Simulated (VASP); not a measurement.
# Ir (Fm-3m) in VASP: settings compared

The runs below take Ir through single point, elastic constants, with revPBE+U, PBE.

All numbers are computed with VASP 6.6.1; they aren't measurements. Logs are shortened: lines on timing, memory, paths and dates and some standing lists are left out, and cuts for length are marked.

### Step 1. The cell of the first run

Symmetry: Fm-3m, No. 225, cubic system. The conventional cell has a = 3.831 Å, b = 3.831 Å, c = 3.831 Å, α = 90.00°, β = 90.00°, γ = 90.00°. Within 3.6 Å of Ir (site symmetry m-3m) lie 12 Ir at 2.71 Å.

### Step 2. Single point, revPBE+U

The input, POSCAR:

```
Ir
1.0
    0.0000000000      1.9156000000      1.9156000000
    1.9156000000      0.0000000000      1.9156000000
    1.9156000000      1.9156000000      0.0000000000
Ir
1
Direct
    0.0000000000      0.0000000000      0.0000000000
```

The input, INCAR.step1:

```
  PREC = Accurate
  ENCUT = 400
  EDIFF = 1E-6
  ISMEAR = -1
  SIGMA = 0.05
  LREAL = False
  LASPH = True
  NELM = 200
  ALGO = Normal
  ISIF = 2
  LWAVE = False
  LCHARG = True
  LMAXMIX = 4
  LDAU = True
  LDAUTYPE = 2
  LDAUL = 2
  LDAUU = 5.3
  LDAUJ = 0
  LDAUPRINT = 1
  GGA = RE
  NBANDS = 10
  GGA_COMPAT = False
  NEDOS = 2001
  LORBIT = 11
```

The input, KPOINTS.step1:

```
Automatic mesh
0
Gamma
  12 12 12
```

The input, INCAR.step2:

```
  PREC = Accurate
  ENCUT = 400
  EDIFF = 1E-6
  ISMEAR = -5
  SIGMA = 0.05
  LREAL = False
  LASPH = True
  NELM = 200
  ALGO = Normal
  ISIF = 2
  LWAVE = False
  LCHARG = False
  LMAXMIX = 4
  LDAU = True
  LDAUTYPE = 2
  LDAUL = 2
  LDAUU = 5.3
  LDAUJ = 0
  LDAUPRINT = 1
  GGA = RE
  LORBIT = 10
  NEDOS = 1001
  ICHARG = 11
  GGA_COMPAT = False
```

The input, KPOINTS.step2:

```
Automatic mesh
0
Gamma
  18 18 18
```

Potentials or basis: VASP PAW PBE potentials, release 64 (Ir).

Command:

```
cat potpaw_PBE.64/Ir/POTCAR > POTCAR
cp INCAR.step1 INCAR
cp KPOINTS.step1 KPOINTS
mpirun -np 1 vasp_std > vasp.out
cp INCAR.step2 INCAR
cp KPOINTS.step2 KPOINTS
mpirun -np 1 vasp_std > vasp.out
```

OUTCAR:

```text
PREC = Accurate
   ENCUT = 400
   EDIFF = 1E-6
   ISMEAR = -5
   LREAL = False
   LASPH = True
   NELM = 200
   ISIF = 2
   GGA = RE
   LORBIT = 10
   ICHARG = 11

 ion  position               nearest neighbor table
   1  0.000  0.000  0.000-

  LATTYP: Found a face centered cubic cell.
 ALAT       =     3.8312000000

  Lattice vectors:

 A1 = (   0.0000000000,   1.9156000000,   1.9156000000)
 A2 = (   1.9156000000,   0.0000000000,   1.9156000000)
 A3 = (   1.9156000000,   1.9156000000,   0.0000000000)

Analysis of symmetry for initial positions (statically):
=====================================================================
 Subroutine PRICEL returns:
 Original cell was already a primitive cell.

 Routine SETGRP: Setting up the symmetry group for a
 face centered cubic supercell.

 Subroutine GETGRP returns: Found 48 space group operations
 (whereof 48 operations were pure point group operations)
 out of a pool of 48 trial point group operations.

The static configuration has the point symmetry O_h .

Analysis of symmetry for dynamics (positions and initial velocities):
=====================================================================
 Subroutine PRICEL returns:
 Original cell was already a primitive cell.

 Routine SETGRP: Setting up the symmetry group for a
 face centered cubic supercell.

 Subroutine GETGRP returns: Found 48 space group operations
 (whereof 48 operations were pure point group operations)
 out of a pool of 48 trial point group operations.

The dynamic configuration has the point symmetry O_h .

 Subroutine INISYM returns: Found 48 space group operations
 (whereof 48 operations are pure point group operations),
 and found     1 'primitive' translations

----------------------------------------------------------------------------------------

                                     Primitive cell

  volume of cell :      14.0587

  direct lattice vectors                    reciprocal lattice vectors
     0.000000000  1.915600000  1.915600000    -0.261014826  0.261014826  0.261014826
     1.915600000  0.000000000  1.915600000     0.261014826 -0.261014826  0.261014826
     1.915600000  1.915600000  0.000000000     0.261014826  0.261014826 -0.261014826

  length of vectors
     2.709067500  2.709067500  2.709067500     0.452090940  0.452090940  0.452090940

  position of ions in fractional coordinates (direct lattice)
     0.000000000  0.000000000  0.000000000

  ion indices of the primitive-cell ions
   primitive index   ion index
                 1           1

----------------------------------------------------------------------------------------

 KPOINTS: Automatic mesh

Automatic generation of k-mesh.
 Grid dimensions read from file:
 generate k-points for:   18   18   18

 Generating k-lattice:

  Cartesian coordinates                     Fractional coordinates (reciprocal lattice)
    -0.014500824  0.014500824  0.014500824     0.055555556  0.000000000  0.000000000
     0.014500824 -0.014500824  0.014500824     0.000000000  0.055555556  0.000000000
     0.014500824  0.014500824 -0.014500824     0.000000000  0.000000000  0.055555556

  Length of vectors
     0.025116163  0.025116163  0.025116163

  Shift w.r.t. Gamma in fractional coordinates (k-lattice)
     0.000000000  0.000000000  0.000000000

 TETIRR: Found    806 inequivalent tetrahedra from    34992

 Subroutine IBZKPT returns following result:
 ===========================================

 Found    195 irreducible k-points:

 Following reciprocal coordinates:
            Coordinates               Weight
  0.000000  0.000000  0.000000      1.000000
  0.055556  0.000000  0.000000      8.000000
  0.111111  0.000000  0.000000      8.000000
  0.166667  0.000000  0.000000      8.000000
  0.222222  0.000000  0.000000      8.000000
  0.277778  0.000000  0.000000      8.000000
[... 16 lines left out ...]
 -0.277778  0.055556  0.000000     24.000000
 -0.222222  0.055556  0.000000     24.000000
 [... further k-points ...]
   k-points           NKPTS =    195   k-points in BZ     NKDIM =    195   number of bands    NBANDS=      8
   number of dos      NEDOS =   1001   number of ions     NIONS =      1
   total plane-waves  NPLWV =   5832
   dimension x,y,z NGX =    18 NGY =   18 NGZ =   18
   dimension x,y,z NGXF=    36 NGYF=   36 NGZF=   36
   ions per type =               1
   NGX,Y,Z   is equivalent  to a cutoff of  11.05, 11.05, 11.05 a.u.
   NGXF,Y,Z  is equivalent  to a cutoff of  22.09, 22.09, 22.09 a.u.
 SYSTEM =  unknown system
   PREC   = accura    normal or accurate (medium, high low for compatibility)
   ISTART =      0    job   : 0-new  1-cont  2-samecut
   ICHARG =     11    charge: 1-file 2-atom 10-const
   ISPIN  =      1    spin polarized calculation?
   LNONCOLLINEAR =      F non collinear calculations
   LSORBIT =      F    spin-orbit coupling
   LASPH  =      T    aspherical Exc in radial PAW
   ENCUT  =  400.0 eV  29.40 Ry    5.42 a.u.   4.42  4.42  4.42*2*pi/ulx,y,z
   NELM   =    200;   NELMIN=  2; NELMDL=  0     # of ELM steps
   EDIFF  = 0.1E-05   stopping-criterion for ELM
   LREAL  =      F    real-space projection
   EDIFFG = 0.1E-04   stopping-criterion for IOM
   NSW    =      0    number of steps for IOM
   IBRION =     -1    ionic relax: 0-MD 1-quasi-New 2-CG
   NFREE  =      0    steps in history (QN), initial steepest desc. (CG)
   ISIF   =      2    stress and relaxation
   ISYM   =      2    0-nonsym 1-usesym 2-fastsym
   POTIM  = 0.5000    time-step for ionic-motion
   TEBEG  =    0.0;   TEEND  =   0.0 temperature during run
   PSTRESS=    0.0 pullay stress
   NELECT =       9.0000    total number of electrons
   NUPDOWN=      -1.0000    fix difference up-down
   EMIN   =  10.00;   EMAX   =-10.00  energy-range for DOS
   EFERMI =   0.00;   METHOD = LEGACY
   ISMEAR =    -5;   SIGMA  =   0.05  broadening in eV -4-tet -1-fermi 0-gaus
   EFERMI_NEDOS =   21; number of points for ismear=-14 and -15
   IALGO  =     38    algorithm
   IMIX   =      4    mixing-type and parameters
     AMIX     =   0.40;   BMIX     =  1.00
     AMIX_MAG =   1.60;   BMIX_MAG =  1.00
  volume/ion in A,a.u.               =      14.06        94.87
  Fermi-wavevector in a.u.,A,eV,Ry     =   1.410937  2.666284 27.085691  1.990742
  Thomas-Fermi vector in A             =   2.532839
   LORBIT       =     10    0 simple, 1 ext, 2 COOP (PROOUT), +10 PAW based schemes
 LDA+U is selected, type is set to LDAUTYPE =  2
   angular momentum for each species LDAUL =     2
   U (eV)           for each species LDAUU =   5.3
   J (eV)           for each species LDAUJ =   0.0
   GGA     = RE    functional components
   LHFCALC =     F    Hartree Fock is set to
   AEXX    =    0.0000 exact exchange contribution
   IVDW    =     0    specifies the selected vdW correction
   LEPSILON=     F    determine dielectric tensor
   LRPA    =     F    only Hartree local field effects (RPA)
 non-spin polarized calculation
 Fermi weights with tetrahedron method with Bloechl corrections
  energy-cutoff  :      400.00
  volume of cell :       14.06
 maximum number of plane-waves:       269
 NGX is ok and might be reduce to    18

atom =   1  type =  1  l = 2

 onsite density matrix

spin component  1

  0.6714 -0.0000  0.0000 -0.0000 -0.0000
 -0.0000  0.6714 -0.0000 -0.0000  0.0000
  0.0000 -0.0000  0.8790 -0.0000  0.0000
 -0.0000 -0.0000 -0.0000  0.6714  0.0000
 -0.0000  0.0000  0.0000  0.0000  0.8790

spin component  2

  0.6714 -0.0000  0.0000 -0.0000 -0.0000
 -0.0000  0.6714 -0.0000 -0.0000  0.0000
  0.0000 -0.0000  0.8790 -0.0000  0.0000
 -0.0000 -0.0000 -0.0000  0.6714  0.0000
 -0.0000  0.0000  0.0000  0.0000  0.8790

 occupancies and eigenvectors

  o =  0.6714  v =  1.0000  0.0000  0.0000  0.0000  0.0000  0.0000  0.0000  0.0000  0.0000  0.0000      0.0000  0.0000  0.0000  0.0000  0.0000  0.0000  0.0000  0.0000  0.0000  0.0000
  o =  0.6714  v =  0.0000  0.0000  0.0000  0.0000  0.0000  1.0000  0.0000  0.0000  0.0000  0.0000      0.0000  0.0000  0.0000  0.0000  0.0000  0.0000  0.0000  0.0000  0.0000  0.0000
  o =  0.6714  v =  0.0000 -0.0146  0.0000 -0.9999  0.0000  0.0000  0.0000  0.0000  0.0000  0.0000      0.0000  0.0000  0.0000  0.0000  0.0000  0.0000  0.0000  0.0000  0.0000  0.0000
  o =  0.6714  v =  0.0000  0.0000  0.0000  0.0000  0.0000  0.0000 -0.0146  0.0000 -0.9999  0.0000      0.0000  0.0000  0.0000  0.0000  0.0000  0.0000  0.0000  0.0000  0.0000  0.0000
  o =  0.6714  v =  0.0000 -0.9999  0.0000  0.0146 -0.0000  0.0000  0.0000  0.0000  0.0000  0.0000      0.0000  0.0000  0.0000  0.0000  0.0000  0.0000  0.0000  0.0000  0.0000  0.0000
  o =  0.6714  v =  0.0000  0.0000  0.0000  0.0000  0.0000  0.0000 -0.9999  0.0000  0.0146 -0.0000      0.0000  0.0000  0.0000  0.0000  0.0000  0.0000  0.0000  0.0000  0.0000  0.0000
  o =  0.8790  v =  0.0000  0.0000  0.0000  0.0000  0.0000  0.0000 -0.0000 -1.0000 -0.0000  0.0000      0.0000  0.0000  0.0000  0.0000  0.0000  0.0000  0.0000  0.0000  0.0000  0.0000
  o =  0.8790  v =  0.0000 -0.0000 -1.0000 -0.0000  0.0000  0.0000  0.0000  0.0000  0.0000  0.0000      0.0000  0.0000  0.0000  0.0000  0.0000  0.0000  0.0000  0.0000  0.0000  0.0000
  o =  0.8790  v =  0.0000  0.0000  0.0000  0.0000  0.0000  0.0000  0.0000 -0.0000 -0.0000 -1.0000      0.0000  0.0000  0.0000  0.0000  0.0000  0.0000  0.0000  0.0000  0.0000  0.0000
  o =  0.8790  v =  0.0000  0.0000 -0.0000 -0.0000 -1.0000  0.0000  0.0000  0.0000  0.0000  0.0000      0.0000  0.0000  0.0000  0.0000  0.0000  0.0000  0.0000  0.0000  0.0000  0.0000

 number of electron       8.9999999 magnetization

 Free energy of the ion-electron system (eV)
  ---------------------------------------------------
  ext. energy  EPLUGINS =         0.00000000
  ---------------------------------------------------
  free energy    TOTEN  =        -3.13889174 eV

  energy without entropy =       -3.13889174  energy(sigma->0) =       -3.13889174

 E-fermi :   9.3169     XC(G=0): -13.9384

 val. band max:        9.3361091951   @ k =   0.5000   0.4444   0.0000
 cond. band min:       9.2214610324   @ k =   0.3333   0.3333   0.0000
 fundamental gap:     -0.1146481627
 Fermi energy:         9.3168913319

 k-point     1 :       0.0000    0.0000    0.0000
  band No.  band energies     occupation
      1      -0.6031      2.00000
      2       5.7430      2.00000
      3       5.7430      2.00000
      4       5.7430      2.00000
      5       7.3707      2.00000
      6       7.3707      2.00000
      7      24.8488      0.00000
      8      30.5468      0.00000
[... 243 lines left out ...]
 k-point    24 :      -0.2222    0.0556    0.0000
  band No.  band energies     occupation
      1       1.4900      2.00000
      2       5.2431      2.00000
      3       5.7965      2.00000
      4       5.8538      2.00000
      5       7.5801      2.00000
      6       8.4414      2.01444
      7      24.6164      0.00000
      8      27.1752      0.00000

 [... further k-points ...]
[... 5 lines left out ...]
  --------------------------------------------------------------------------------------
  -------------------------------------------------------------------------------------
  Total       -0.5688692     -0.5688692     -0.5688692     -0.0000000      0.0000000      0.0000000
  in kB      -64.8303727    -64.8303727    -64.8303727     -0.0000000      0.0000000      0.0000000
  external PRESSURE =     -64.8303727 kB  Pullay stress =       0.0000000 kB

 VOLUME and BASIS-vectors are now :
 -----------------------------------------------------------------------------
  energy-cutoff  :      400.00
  volume of cell :       14.06
      direct lattice vectors                 reciprocal lattice vectors
     0.000000000  1.915600000  1.915600000    -0.261014826  0.261014826  0.261014826
     1.915600000  0.000000000  1.915600000     0.261014826 -0.261014826  0.261014826
     1.915600000  1.915600000  0.000000000     0.261014826  0.261014826 -0.261014826

 POSITION                                       TOTAL-FORCE (eV/Angst)
 -----------------------------------------------------------------------------------
      0.00000      0.00000      0.00000         0.000000      0.000000      0.000000
 -----------------------------------------------------------------------------------
    total drift:                               -0.000000     -0.000000     -0.000000

  FREE ENERGIE OF THE ION-ELECTRON SYSTEM (eV)
  ---------------------------------------------------
  free  energy   TOTEN  =        -3.1388917383 eV

  energy  without entropy=       -3.1388917383  energy(sigma->0) =       -3.13889174

 total charge

# of ion       s       p       d       tot
------------------------------------------
    1        0.644   0.656   7.464   8.764
```

Run time: 9.7 s. Hardware: 1 thread of Intel Xeon 6975P-C (Granite Rapids), shared host; peak memory 0.13 GiB.

Results:

| Property | Result |
| --- | --- |
| Valence electrons inside the program's atomic spheres | Ir 8.76 |

Eigenvalues of the final occupation matrices:
```csv
site,spin,trace,eigenvalues
site 1 d,1,3.77,0.67 0.67 0.67 0.88 0.88
site 1 d,2,3.77,0.67 0.67 0.67 0.88 0.88
```

Caveat: the PAW data sets were made with another functional, which shifts forces and pressure a little; spin-orbit coupling is left out, which moves the levels of the heavy elements; U without spin polarisation on a metal has little footing; the U is typed as a test and isn't derived for this compound; tetrahedron occupations give inexact forces and stress in metals.

### Step 3. Elastic constants, PBE, collinear spin

The input, INCAR:

```
SYSTEM = Ir
PREC     = Accurate       ! precision mode
ENCUT    = 600            ! plane-wave cutoff, eV
EDIFF    = 1E-8           ! SCF threshold, eV
ISMEAR   = -1             ! smearing method
SIGMA    = 0.1            ! smearing width, eV
LREAL    = .FALSE.        ! projectors in reciprocal space
LASPH    = .TRUE.         ! aspherical terms in the spheres
NELM     = 150            ! most SCF steps
ALGO     = Fast           ! electronic algorithm
ISIF     = 3              ! what is computed and relaxed
LWAVE    = .FALSE.        ! write WAVECAR
LCHARG   = .FALSE.        ! write CHGCAR
ISPIN    = 2              ! spin polarisation
MAGMOM   = 1              ! initial moments
LORBIT   = 11             ! projections on sites
LMAXMIX  = 4              ! l up to which the mixer works
GGA      = PE             ! functional
IBRION   = 6              ! ionic algorithm
NFREE    = 2            
POTIM    = 0.015          ! step
NSW      = 1              ! ionic steps
```

The input, KPOINTS:

```
Automatic mesh
0
G
  9 9 9
  0 0 0
```

POSCAR is that of step 2.

Potentials or basis: VASP PAW PBE potentials, release 64 (Ir).

Command:

```
cat potpaw_PBE.64/Ir/POTCAR > POTCAR
mpirun -np 1 vasp_std > vasp.out
```

OUTCAR:

```text
SYSTEM = Ir
   PREC = Accurate
   ENCUT = 600
   EDIFF = 1E-8
   ISMEAR = -1
   LREAL = .FALSE.
   LASPH = .TRUE.
   NELM = 150
   ISIF = 3
   ISPIN = 2
   LORBIT = 11
   GGA = PE
   IBRION = 6
   NFREE = 2
   POTIM = 0.015
   NSW = 1

 ion  position               nearest neighbor table
   1  0.000  0.000  0.000-
[... 1051 lines left out ...]
             X         Y         Z           dx          dy          dz
      0.000000  0.000000  0.000000     0.000000    0.000000    1.000000

--------------------------------------------------------------------------------------------------------

 ELASTIC MODULI CONTR FROM IONIC RELAXATION (kBar)
 Direction    XX          YY          ZZ          XY          YZ          ZX
 --------------------------------------------------------------------------------
 XX           0.0000      0.0000      0.0000      0.0000      0.0000      0.0000
 YY           0.0000      0.0000      0.0000      0.0000      0.0000      0.0000
 ZZ           0.0000      0.0000      0.0000      0.0000      0.0000      0.0000
 XY           0.0000      0.0000      0.0000      0.0000      0.0000      0.0000
 YZ           0.0000      0.0000      0.0000      0.0000      0.0000      0.0000
 ZX           0.0000      0.0000      0.0000      0.0000      0.0000      0.0000
 --------------------------------------------------------------------------------

 TOTAL ELASTIC MODULI (kBar)
 Direction    XX          YY          ZZ          XY          YZ          ZX
 --------------------------------------------------------------------------------
 XX        6848.7140   2542.6191   2542.6191      0.0000      0.0000      0.0000
 YY        2542.6191   6848.7140   2542.6191      0.0000      0.0000      0.0000
 ZZ        2542.6191   2542.6191   6848.7140      0.0000      0.0000      0.0000
 XY           0.0000      0.0000      0.0000   3113.9063      0.0000      0.0000
 YZ           0.0000      0.0000      0.0000      0.0000   3113.9063      0.0000
 ZX           0.0000      0.0000      0.0000      0.0000      0.0000   3113.9063
 --------------------------------------------------------------------------------

 total charge

# of ion       s       p       d       tot
------------------------------------------
    1        0.679   0.751   6.990   8.420

 magnetization (x)

# of ion       s       p       d       tot
------------------------------------------
    1        0.000  -0.000   0.000   0.000
```

stdout:

```text
POSCAR found type information on POSCAR Ir
 POSCAR found :  1 types and       1 ions
 scaLAPACK will be used
 LDA part: xc-table for (Slater+PW92), standard interpolation
 POSCAR, INCAR and KPOINTS ok, starting setup
 FFT: planning ... GRIDC
 FFT: planning ... GRID_SOFT
 FFT: planning ... GRID
 WAVECAR not read
 entering main loop
 Found     1 degrees of freedom:
 Adding 6 more for cell shape distortion
 Finite differences POTIM= 0.01500 DOF=   7
 bond charge predicted
 Finite differences progress:
 bond charge predicted
 Finite differences progress:
 bond charge predicted
 Finite differences progress:
 bond charge predicted
 Finite differences progress:
 bond charge predicted
 Finite differences progress:
 bond charge predicted
 Finite differences progress:
 bond charge predicted
 Finite differences progress:
 bond charge predicted
 Finite differences progress:
 bond charge predicted
 Finite differences progress:
 bond charge predicted
 Finite differences progress:
 bond charge predicted
 Finite differences progress:
 bond charge predicted
 Finite differences progress:
 bond charge predicted
 Finite differences progress:
 bond charge predicted
 Finite differences progress:
```

Run time: 10 min. Hardware: 1 thread of Intel Xeon 8259CL, shared host; peak memory 0.26 GiB.

Results:

| Quantity | Value |
| --- | --- |
| Net moment | 0.00 μB per cell |
| Valence electrons inside the program's atomic spheres | Ir 8.42 |
| Elastic constants C11, C12, C44 | 685, 254, 311 GPa |
| Voigt bulk modulus | 398 GPa |

Elastic tensor in Voigt notation (GPa, in the Cartesian axes of the cell as first typed):
```
685 254 254   0   0   0
254 685 254   0   0   0
254 254 685   0   0   0
  0   0   0 311   0   0
  0   0   0   0 311   0
  0   0   0   0   0 311
```

Clamped-ion elastic tensor (GPa):
```
685 254 254   0   0   0
254 685 254   0   0   0
254 254 685   0   0   0
  0   0   0 311   0   0
  0   0   0   0 311   0
  0   0   0   0   0 311
```

Caveat: the cell is under stress, which shifts elastic constants; spin-orbit coupling is left out, which moves the levels of the heavy elements.
